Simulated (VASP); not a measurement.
A run of VASP 6.6.1:

Contents of INCAR:

```
SYSTEM = BiAs
PREC = Accurate
ENCUT = 520
EDIFF = 1E-6
ISMEAR = -1
SIGMA = 0.08
LREAL = .False.
LASPH = .True.
NELM = 100
ALGO = Normal
ISIF = 2
LWAVE = .False.
LCHARG = .False.
GGA = PS
IVDW = 13
NBANDS = 17
```

The input KPOINTS:

```
Automatic mesh
0
Gamma
  12 12 12
  0 0 0
```

File POSCAR:

```
BiAs
1.0
    3.6297335181      0.0000000000      0.0000000000
    0.0000000000      3.6297335181      0.0000000000
    0.0000000000      0.0000000000      3.6297335181
Bi As
1 1
Direct
    0.0000000000      0.0000000000      0.0000000000
    0.5000000000      0.5000000000      0.5000000000
```

Potentials or basis: VASP PAW PBE potentials, release 64 (Bi_d, As).

Command:

```console
$ cat potpaw_PBE.64/Bi_d/POTCAR potpaw_PBE.64/As/POTCAR > POTCAR
$ mpirun -np 1 vasp_std > vasp.out
```

Hardware: 1 thread of Intel(R) Xeon(R) Platinum 8259CL CPU @ 2.50GHz (Skylake/Cascade Lake), with other jobs on the host.

**Question.** How long does it take, and how much memory?

**Answer.** Wall time 36 s on 1 thread of Intel(R) Xeon(R) Platinum 8259CL CPU @ 2.50GHz (Skylake/Cascade Lake) (shared host), peak memory 0.21 GiB. Counts: scf iterations 11, k points 84.
